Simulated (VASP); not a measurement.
Runs of VASP 6.6.1 on TiAl3. The structure is that of space group Pm-3m (No. 221), or close to it. The cells are those of the table. 

```tsv
cell	further INCAR settings	gap on the mesh (eV)	pressure (GPa)
a = 4.027, b = 4.027, c = 3.894 Å, 4 atoms	ALGO = Fast; EDIFF = 1e-07; NBANDS = 18	none	(b)
a = 4.027, b = 4.027, c = 3.901 Å, 4 atoms	ALGO = Fast; EDIFF = 1e-06; NBANDS = 18	none	(c)
a = 3.948, b = 3.948, c = 3.869 Å, 4 atoms	ALGO = Fast; EDIFF = 1e-06; NBANDS = 18	none	2.5
a = 3.948 Å, 4 atoms	ALGO = Fast; EDIFF = 1e-06; NBANDS = 18	none	0.1
a = 3.869, b = 3.869, c = 4.007 Å, 4 atoms	ALGO = Fast; EDIFF = 1e-07; NBANDS = 18	none	3.3
a = 3.948, b = 3.948, c = 4.027 Å, 4 atoms	ALGO = Fast; EDIFF = 1e-06; NBANDS = 18	none	(a)
a = 3.948, b = 3.948, c = 3.711 Å, 4 atoms	ALGO = Fast; EDIFF = 1e-07; NBANDS = 18	none	8.2
a = 3.948, b = 3.948, c = 4.106 Å, 4 atoms	ALGO = Fast; EDIFF = 1e-06; NBANDS = 18	none	-3.8
a = 3.948, b = 3.948, c = 3.790 Å, 4 atoms	ALGO = Fast; EDIFF = 1e-06; NBANDS = 18	none	5.1
```

Alike in all rows: task single point; level PBEsol; potentials or basis VASP PAW PBE potentials, release 64 (Ti_sv, Al); no spin polarisation; k mesh 14 × 14 × 14; cutoff (eV) 520; smearing gaussian 0.1 eV.

Question: Fill in the values left out.

Answer: (a) -2.0; (b) -2.5; (c) -2.7.

Caveats: the PAW data sets were made with another functional, which shifts forces and pressure a little; the cell stands under pressure (at least some runs); the stress differs along the axes, from 5 to 14 GPa (at least some runs); the cell stands under tension (at least some runs); the stress differs along the axes, from 3 to 9 GPa (at least some runs).

A gap of «none» marks levels without a gap at the run's occupations.
